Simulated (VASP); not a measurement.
# Mo (P6/mmm) in VASP: single point with r2SCAN

Aim: the single point of Mo with r2SCAN.

Program: VASP 6.6.1. These are calculated values, not measurements. Logs are shortened: lines on timing, memory, paths and dates and some standing lists are left out, and cuts for length are marked.

## Step 1: The cell of the first run

It takes space group P6/mmm (No. 191, hexagonal). The conventional cell has a = 2.749 Å, b = 2.749 Å, c = 2.534 Å, α = 90.00°, β = 90.00°, γ = 120.00°. Within 3.3 Å of Mo (site symmetry 6/mmm) lie 8 Mo at 2.53 to 2.75 Å.

This isn't the form of Mo at room conditions, which is bcc.

## Step 2: Single point, r2SCAN

POSCAR reads:

```
Mo
1.0
    0.0000000000      0.0000000000     -5.0678010884
    5.4976358598      0.0000000000      0.0000000000
   -2.7488179299     -4.7610923154      0.0000000000
Mo
8
Direct
    0.2500000000      0.0000000000      0.5000000000
    0.7500000000      0.0000000000      0.5000000000
    0.2500000000      0.5000000000      0.5000000000
    0.7500000000      0.5000000000      0.5000000000
    0.2500000000      1.0000000000      1.0000000000
    0.7500000000      1.0000000000      1.0000000000
    0.2500000000      0.5000000000      1.0000000000
    0.7500000000      0.5000000000      1.0000000000
```

INCAR.step1 reads:

```
SYSTEM = Mo
PREC = Accurate ; ENCUT = 520
ISMEAR = 0 ; SIGMA = 0.15
LREAL = .False. ; LASPH = .True.
NELM = 80 ; NBANDS = 66
GGA = PE ; ALGO = Normal
EDIFF = 1E-4 ; LWAVE = .True.
LCHARG = .False.
```

INCAR.step2 reads:

```
SYSTEM = Mo
PREC = Accurate ; ENCUT = 520
EDIFF = 1E-6 ; ISMEAR = 0
SIGMA = 0.15 ; LREAL = .False.
LASPH = .True. ; NELM = 80
ALGO = Normal ; ISIF = 2
LWAVE = .False. ; LCHARG = .True.
METAGGA = R2SCAN ; LMIXTAU = .True.
LELF = .True. ; LVHAR = .True.
NBANDS = 66 ; ISTART = 1
```

KPOINTS reads:

```
regular mesh
0
Gamma
  8 6 6
  0 0 0
```

Potentials or basis: VASP PAW PBE potentials, release 64 (Mo_sv).

The run is started by

```console
$ cat potpaw_PBE.64/Mo_sv/POTCAR > POTCAR
$ cp INCAR.step1 INCAR
$ mpirun -np 1 vasp_std > vasp.out
$ cp INCAR.step2 INCAR
$ mpirun -np 1 vasp_std > vasp.out
```

OUTCAR:

```text
SYSTEM = Mo
   PREC = Accurate
   ENCUT = 520
   EDIFF = 1E-6
   ISMEAR = 0
   LREAL = .False.
   LASPH = .True.
   NELM = 80
   ISIF = 2
   METAGGA = R2SCAN
   ISTART = 1

 ion  position               nearest neighbor table
   1  0.250  0.000  0.500-   2 2.53   2 2.53   3 2.75   3 2.75   5 2.75   5 2.75   7 2.75   7 2.75

   2  0.750  0.000  0.500-   1 2.53   1 2.53   4 2.75   4 2.75   6 2.75   6 2.75   8 2.75   8 2.75

   3  0.250  0.500  0.500-   4 2.53   4 2.53   1 2.75   1 2.75   7 2.75   5 2.75   5 2.75   7 2.75

   4  0.750  0.500  0.500-   3 2.53   3 2.53   2 2.75   2 2.75   8 2.75   6 2.75   6 2.75   8 2.75

   5  0.250  0.000  0.000-   6 2.53   6 2.53   7 2.75   7 2.75   1 2.75   1 2.75   3 2.75   3 2.75

   6  0.750  0.000  0.000-   5 2.53   5 2.53   8 2.75   8 2.75   2 2.75   2 2.75   4 2.75   4 2.75

   7  0.250  0.500  0.000-   8 2.53   8 2.53   5 2.75   5 2.75   3 2.75   1 2.75   1 2.75   3 2.75

   8  0.750  0.500  0.000-   7 2.53   7 2.53   6 2.75   6 2.75   4 2.75   2 2.75   2 2.75   4 2.75

  LATTYP: Found a hexagonal cell.
 ALAT       =     5.4976358598
 C/A-ratio  =     0.9218146159

  Lattice vectors:

 A1 = (   5.4976358598,   0.0000000000,   0.0000000000)
 A2 = (  -2.7488179299,  -4.7610923154,   0.0000000000)
 A3 = (   0.0000000000,   0.0000000000,  -5.0678010884)

Analysis of symmetry for initial positions (statically):
=====================================================================
 Subroutine PRICEL returns following result:

  LATTYP: Found a hexagonal cell.
 ALAT       =     2.7488179299
 C/A-ratio  =     0.9218146159

  Lattice vectors:

 A1 = (   2.7488179299,   0.0000000000,   0.0000000000)
 A2 = (  -1.3744089649,  -2.3805461577,   0.0000000000)
 A3 = (   0.0000000000,   0.0000000000,  -2.5339005442)

   8 primitive cells build up your supercell.

 Routine SETGRP: Setting up the symmetry group for a
 hexagonal supercell.

 Subroutine GETGRP returns: Found 24 space group operations
 (whereof 24 operations were pure point group operations)
 out of a pool of 24 trial point group operations.

The static configuration has the point symmetry D_6h.

Analysis of symmetry for dynamics (positions and initial velocities):
=====================================================================
 Subroutine PRICEL returns following result:

  LATTYP: Found a hexagonal cell.
 ALAT       =     2.7488179299
 C/A-ratio  =     0.9218146159

  Lattice vectors:

 A1 = (   2.7488179299,   0.0000000000,   0.0000000000)
 A2 = (  -1.3744089649,  -2.3805461577,   0.0000000000)
 A3 = (   0.0000000000,   0.0000000000,  -2.5339005442)

   8 primitive cells build up your supercell.

 Routine SETGRP: Setting up the symmetry group for a
 hexagonal supercell.

 Subroutine GETGRP returns: Found 24 space group operations
 (whereof 24 operations were pure point group operations)
 out of a pool of 24 trial point group operations.

The dynamic configuration has the point symmetry D_6h.

 Subroutine INISYM returns: Found 24 space group operations
 (whereof 24 operations are pure point group operations),
 and found     8 'primitive' translations

----------------------------------------------------------------------------------------

                                     Primitive cell

  volume of cell :      16.5811

  direct lattice vectors                    reciprocal lattice vectors
     2.748817930  0.000000000  0.000000000     0.363792738 -0.210035835  0.000000000
    -1.374408965 -2.380546158  0.000000000     0.000000000 -0.420071670  0.000000000
     0.000000000  0.000000000 -2.533900544     0.000000000  0.000000000 -0.394648481

  length of vectors
     2.748817930  2.748817930  2.533900544     0.420071670  0.420071670  0.394648481

  position of ions in fractional coordinates (direct lattice)
     0.000000000  0.000000000  0.500000000

  ion indices of the primitive-cell ions
   primitive index   ion index
                 1           1

----------------------------------------------------------------------------------------

 KPOINTS: regular mesh

Automatic generation of k-mesh.
 Grid dimensions read from file:
 generate k-points for:    8    6    6

 Generating k-lattice:

  Cartesian coordinates                     Fractional coordinates (reciprocal lattice)
     0.000000000  0.000000000 -0.024665530     0.125000000  0.000000000  0.000000000
     0.030316061 -0.017502986  0.000000000     0.000000000  0.166666667  0.000000000
     0.000000000 -0.035005973  0.000000000     0.000000000  0.000000000  0.166666667

  Length of vectors
     0.024665530  0.035005973  0.035005973

  Shift w.r.t. Gamma in fractional coordinates (k-lattice)
     0.000000000  0.000000000  0.000000000

 Subroutine IBZKPT returns following result:
 ===========================================

 Found     35 irreducible k-points:

 Following reciprocal coordinates:
            Coordinates               Weight
  0.000000  0.000000  0.000000      1.000000
  0.125000  0.000000  0.000000      2.000000
  0.250000  0.000000  0.000000      2.000000
  0.375000  0.000000  0.000000      2.000000
  0.500000  0.000000  0.000000      1.000000
  0.000000  0.166667 -0.000000      6.000000
[... 16 lines left out ...]
  0.250000  0.166667  0.166667     12.000000
  0.375000  0.166667  0.166667     12.000000
 [... further k-points ...]
   k-points           NKPTS =     35   k-points in BZ     NKDIM =     35   number of bands    NBANDS=     66
   number of dos      NEDOS =    301   number of ions     NIONS =      8
   total plane-waves  NPLWV =  70560
   dimension x,y,z NGX =    40 NGY =   42 NGZ =   42
   dimension x,y,z NGXF=    80 NGYF=   84 NGZF=   84
   ions per type =               8
   NGX,Y,Z   is equivalent  to a cutoff of  13.12, 12.70, 12.70 a.u.
   NGXF,Y,Z  is equivalent  to a cutoff of  26.24, 25.40, 25.40 a.u.
 SYSTEM =  Mo
   PREC   = accura    normal or accurate (medium, high low for compatibility)
   ISTART =      1    job   : 0-new  1-cont  2-samecut
   ICHARG =      0    charge: 1-file 2-atom 10-const
   ISPIN  =      1    spin polarized calculation?
   LNONCOLLINEAR =      F non collinear calculations
   LSORBIT =      F    spin-orbit coupling
   LASPH  =      T    aspherical Exc in radial PAW
   ENCUT  =  520.0 eV  38.22 Ry    6.18 a.u.   9.42 10.22 10.22*2*pi/ulx,y,z
   NELM   =     80;   NELMIN=  2; NELMDL=  0     # of ELM steps
   EDIFF  = 0.1E-05   stopping-criterion for ELM
   LREAL  =      F    real-space projection
   EDIFFG = 0.1E-04   stopping-criterion for IOM
   NSW    =      0    number of steps for IOM
   IBRION =     -1    ionic relax: 0-MD 1-quasi-New 2-CG
   NFREE  =      0    steps in history (QN), initial steepest desc. (CG)
   ISIF   =      2    stress and relaxation
   ISYM   =      2    0-nonsym 1-usesym 2-fastsym
   POTIM  = 0.5000    time-step for ionic-motion
   TEBEG  =    0.0;   TEEND  =   0.0 temperature during run
   PSTRESS=    0.0 pullay stress
   NELECT =     112.0000    total number of electrons
   NUPDOWN=      -1.0000    fix difference up-down
   EMIN   =  10.00;   EMAX   =-10.00  energy-range for DOS
   EFERMI =   0.00;   METHOD = LEGACY
   ISMEAR =     0;   SIGMA  =   0.15  broadening in eV -4-tet -1-fermi 0-gaus
   EFERMI_NEDOS =   21; number of points for ismear=-14 and -15
   IALGO  =     38    algorithm
   IMIX   =      4    mixing-type and parameters
     AMIX     =   0.40;   BMIX     =  1.00
     AMIX_MAG =   1.60;   BMIX_MAG =  1.00
  volume/ion in A,a.u.               =      16.58       111.89
  Fermi-wavevector in a.u.,A,eV,Ry     =   1.547320  2.924011 32.575056  2.394199
  Thomas-Fermi vector in A             =   2.652430
   LORBIT       =      0    0 simple, 1 ext, 2 COOP (PROOUT), +10 PAW based schemes
   METAGGA = R2SCAN    functional components
   LHFCALC =     F    Hartree Fock is set to
   AEXX    =    0.0000 exact exchange contribution
   IVDW    =     0    specifies the selected vdW correction
   LEPSILON=     F    determine dielectric tensor
   LRPA    =     F    only Hartree local field effects (RPA)
 non-spin polarized calculation
 Gauss-broadening in eV      SIGMA  =   0.15
  energy-cutoff  :      520.00
  volume of cell :      132.65
 maximum number of plane-waves:      3600
 NGX is ok and might be reduce to    40
   NGX = 19   NGY = 21   NGZ = 21

 number of electron     112.0000019 magnetization

 Free energy of the ion-electron system (eV)
  ---------------------------------------------------
  ext. energy  EPLUGINS =         0.00000000
  ---------------------------------------------------
  free energy    TOTEN  =      -201.10288732 eV

  energy without entropy =     -201.00150985  energy(sigma->0) =     -201.05219858

 E-fermi :  11.5609     XC(G=0): -14.1330

 val. band max:       11.5603391791   @ k =   0.2500   0.3333   0.3333
 cond. band min:      11.5784787697   @ k =   0.2500   0.1667  -0.0000
 fundamental gap:      0.0181395906
 Fermi energy:        11.5608959292

 k-point     1 :       0.0000    0.0000    0.0000
  band No.  band energies     occupation
      1     -51.4678      2.00000
      2     -51.2318      2.00000
      3     -51.2318      2.00000
      4     -51.2318      2.00000
      5     -51.1815      2.00000
      6     -50.9579      2.00000
[... 58 lines left out ...]
     65      15.3020      0.00000
     66      15.3020      0.00000

 k-point     2 :       0.1250    0.0000    0.0000
  band No.  band energies     occupation
      1     -51.4572      2.00000
      2     -51.2217      2.00000
      3     -51.2217      2.00000
      4     -51.2217      2.00000
      5     -51.1927      2.00000
      6     -50.9686      2.00000
[... 58 lines left out ...]
     65      15.0579      0.00000
     66      15.0579      0.00000

 k-point     3 :       0.2500    0.0000    0.0000
  band No.  band energies     occupation
      1     -51.4270      2.00000
      2     -51.2245      2.00000
      3     -51.1927      2.00000
      4     -51.1927      2.00000
      5     -51.1927      2.00000
      6     -50.9991      2.00000
[... 1438 lines left out ...]
     65      13.7291      0.00000
     66      13.7902      0.00000

 k-point    24 :       0.3750    0.1667    0.1667
  band No.  band energies     occupation
      1     -51.3375      2.00000
      2     -51.2288      2.00000
      3     -51.1786      2.00000
      4     -51.1786      2.00000
      5     -51.1354      2.00000
      6     -51.0732      2.00000
[... 58 lines left out ...]
     65      13.3613      0.00000
     66      13.5296      0.00000

 [... further k-points ...]

------------------------ aborting loop because EDIFF is reached ----------------------------------------

  FORCE on cell =-STRESS in cart. coord.  units (eV):
  Direction    XX          YY          ZZ          XY          YZ          ZX
  --------------------------------------------------------------------------------------
  -------------------------------------------------------------------------------------
  Total        1.2997170      1.2997170     -0.1893372      0.0000000     -0.0000000      0.0000000
  in kB       15.6984666     15.6984666     -2.2868857      0.0000000     -0.0000000      0.0000000
  external PRESSURE =       9.7033492 kB  Pullay stress =       0.0000000 kB

 VOLUME and BASIS-vectors are now :
 -----------------------------------------------------------------------------
  energy-cutoff  :      520.00
  volume of cell :      132.65
      direct lattice vectors                 reciprocal lattice vectors
     0.000000000  0.000000000 -5.067801088     0.000000000  0.000000000 -0.197324240
     5.497635860  0.000000000  0.000000000     0.181896369 -0.105017918  0.000000000
    -2.748817930 -4.761092315  0.000000000     0.000000000 -0.210035835  0.000000000

 POSITION                                       TOTAL-FORCE (eV/Angst)
 -----------------------------------------------------------------------------------
     -1.37441     -2.38055     -1.26695        -0.000000      0.000000      0.000000
     -1.37441     -2.38055     -3.80085         0.000000     -0.000000     -0.000000
      1.37441     -2.38055     -1.26695         0.000000      0.000000      0.000000
      1.37441     -2.38055     -3.80085         0.000000      0.000000     -0.000000
      0.00000      0.00000     -1.26695        -0.000000      0.000000      0.000000
      0.00000      0.00000     -3.80085         0.000000     -0.000000     -0.000000
      2.74882      0.00000     -1.26695        -0.000000      0.000000      0.000000
      2.74882      0.00000     -3.80085         0.000000     -0.000000     -0.000000
 -----------------------------------------------------------------------------------
    total drift:                               -0.000000      0.000000     -0.000000

  FREE ENERGIE OF THE ION-ELECTRON SYSTEM (eV)
  ---------------------------------------------------
  free  energy   TOTEN  =      -201.1028873180 eV

  energy  without entropy=     -201.0015098501  energy(sigma->0) =     -201.05219858
```

Run time: 8.4 min. Hardware: 1 thread of AMD EPYC 9R45 (Zen 5), shared host; peak memory 0.37 GiB.

What came out:

```yaml
Free_energy: -201.1029 eV
Pressure: 1.0 GPa
Band_gap_on_the_k_mesh: zero (bands 56 and 57 overlap by 1.41 eV)
```

Caveat: the PAW data sets were made with another functional, which shifts forces and pressure a little.
